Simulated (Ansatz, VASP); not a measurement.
Two plane-wave programs on Si2W

```
Si W
1.0
    -1.55019    1.55019    4.26752
     1.55019   -1.55019    4.26752
     1.55019    1.55019   -4.26752
Si W
2 1
Direct
  0.33457 0.33457 0.00000
  0.66543 0.66543 0.00000
  0.00000 0.00000 0.00000
```

Alike in both runs: task single point; functional PBE; k mesh 18 × 18 × 18; occupations gaussian, width 0.15 eV; no spin polarisation.

|  | VASP | Ansatz |
| --- | --- | --- |
| version | VASP 6.6.1 | Ansatz 0.2.0 |
| potentials or method | VASP PAW PBE potentials, release 64 (Si, W_sv), cutoff 520 eV | scalar-relativistic, plane waves, PAW |
| valence electrons in the cell | 22 | 22 |

VASP gave:

- gap on the k mesh at the Fermi level (eV): none
- pressure (GPa): 1.1
- traceless stress, the component that is largest in VASP (GPa): -25.44
- rms of the force components (eV/Å): 0.052

Question: What did Ansatz give for the same quantities?

Answer: gap on the k mesh at the Fermi level (eV): none; pressure (GPa): 1.1; traceless stress, the component that is largest in VASP (GPa): -25.39; rms of the force components (eV/Å): 0.055.

Atom by atom the forces differ by 0.003 eV/Å (rms over components). A gap of «none» marks a metal or a gap that the smearing closes. With one functional, cell and mesh, what is left measures potentials, basis and numerics.

Neither program's run includes spin-orbit coupling.
